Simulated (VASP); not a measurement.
# PbS (Fm-3m) in VASP: notebook, part 2 of 2

VASP 6.6.1. The steps go on from the part before.

### Step 5. The runs side by side

| cell | smearing | gap on the mesh (eV) | pressure (GPa) |
| --- | --- | --- | --- |
| a = 4.056 Å, angles 60.0°, 2 atoms | fermi-dirac 0.02 eV | 0.29 | 8.6 |
| a = 4.394 Å, angles 60.0°, 2 atoms | gaussian 0.01 eV | 1.28 | -5.4 |
| a = 4.182 Å, angles 60.0°, 2 atoms | gaussian 0.01 eV | 0.75 | 1.5 |

Alike in all rows: task single point; level HSE06; potentials or basis VASP PAW PBE potentials, release 64 (Pb_d, S); no spin polarisation; k mesh 6 × 6 × 6; cutoff (eV) 520.

Caveats: the PAW data sets were made with another functional, which shifts forces and pressure a little; spin-orbit coupling is left out, which moves the levels of the heavy elements; the cell stands under pressure (at least some runs); the cell stands under tension (at least some runs).

Total energies depend on the potentials used, so only differences within one code and one set of settings carry meaning.
